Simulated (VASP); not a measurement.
Write the native input for VASP 6.6.1 that does the following.

- Task: single point
- Functional: r2SCAN
- Potentials or basis: VASP PAW PBE potentials, release 64 (Sc_sv, Al)
- Cutoff: 520 eV
- k mesh: 12 × 12 × 12
- Occupations: gaussian, width 0.15 eV
- Spin: no spin polarisation
- Dipole correction: no
- Further INCAR settings: ALGO = Normal; EDIFF = 1e-06; NBANDS = 26

Crystal: Sc3Al.

```
Sc Al
1.0
     4.16588    0.00000    0.00000
     0.00000    4.16588    0.00000
     0.00000    0.00000    4.99905
Sc Al
3 1
Cartesian
  2.0829 0.0000 2.4995
  0.0000 2.0829 2.4995
  2.0829 2.0829 0.0000
  0.0000 0.0000 0.0000
```

This cell differs from its parent crystal: ratio of the length along z to the lengths across it x 1.2, volume and fractional coordinates fixed.

These files were run (other wordings do the same):

POSCAR

```
Sc3Al
1.0
    4.1658764811      0.0000000000      0.0000000000
    0.0000000000      4.1658764811      0.0000000000
    0.0000000000      0.0000000000      4.9990517773
Sc Al
3 1
Direct
    0.5000000000      0.0000000000      0.5000000000
    0.0000000000      0.5000000000      0.5000000000
    0.5000000000      0.5000000000      0.0000000000
    0.0000000000      0.0000000000      0.0000000000
```

INCAR.step1

```
SYSTEM = Sc3Al
PREC     = Accurate       ! precision mode
ENCUT    = 520            ! plane-wave cutoff, eV
ISMEAR   = 0              ! smearing method
SIGMA    = 0.15           ! smearing width, eV
LREAL    = .FALSE.        ! projectors in reciprocal space
LASPH    = .TRUE.         ! aspherical terms in the spheres
NELM     = 100            ! most SCF steps
NBANDS   = 26             ! bands
GGA      = PE             ! functional
ALGO     = Normal         ! electronic algorithm
EDIFF    = 1E-4           ! SCF threshold, eV
LWAVE    = .TRUE.         ! write WAVECAR
LCHARG   = .FALSE.        ! write CHGCAR
```

INCAR.step2

```
SYSTEM = Sc3Al
PREC     = Accurate       ! precision mode
ENCUT    = 520            ! plane-wave cutoff, eV
EDIFF    = 1E-6           ! SCF threshold, eV
ISMEAR   = 0              ! smearing method
SIGMA    = 0.15           ! smearing width, eV
LREAL    = .FALSE.        ! projectors in reciprocal space
LASPH    = .TRUE.         ! aspherical terms in the spheres
NELM     = 100            ! most SCF steps
ALGO     = Normal         ! electronic algorithm
ISIF     = 2              ! what is computed and relaxed
LWAVE    = .FALSE.        ! write WAVECAR
LCHARG   = .FALSE.        ! write CHGCAR
METAGGA  = R2SCAN         ! meta-GGA
LMIXTAU  = .TRUE.       
NBANDS   = 26             ! bands
ISTART   = 1
```

KPOINTS

```
regular mesh
0
G
  12 12 12
  0 0 0
```

Potentials or basis: VASP PAW PBE potentials, release 64 (Sc_sv, Al).

The run is started by

```sh
$ cat potpaw_PBE.64/Sc_sv/POTCAR potpaw_PBE.64/Al/POTCAR > POTCAR
$ cp INCAR.step1 INCAR
$ mpirun -np 1 vasp_std > vasp.out
$ cp INCAR.step2 INCAR
$ mpirun -np 1 vasp_std > vasp.out
```

Results of the run:

```json
{
 "Pressure": "0.8 GPa",
 "Band gap on the k mesh": "zero (bands 18 and 19 overlap by 1.55 eV)"
}
```

Caveat: the PAW data sets were made with another functional, which shifts forces and pressure a little.

Wall time 23 min on 1 thread of Intel Xeon 8259CL, on a shared host, peak memory 0.47 GiB.
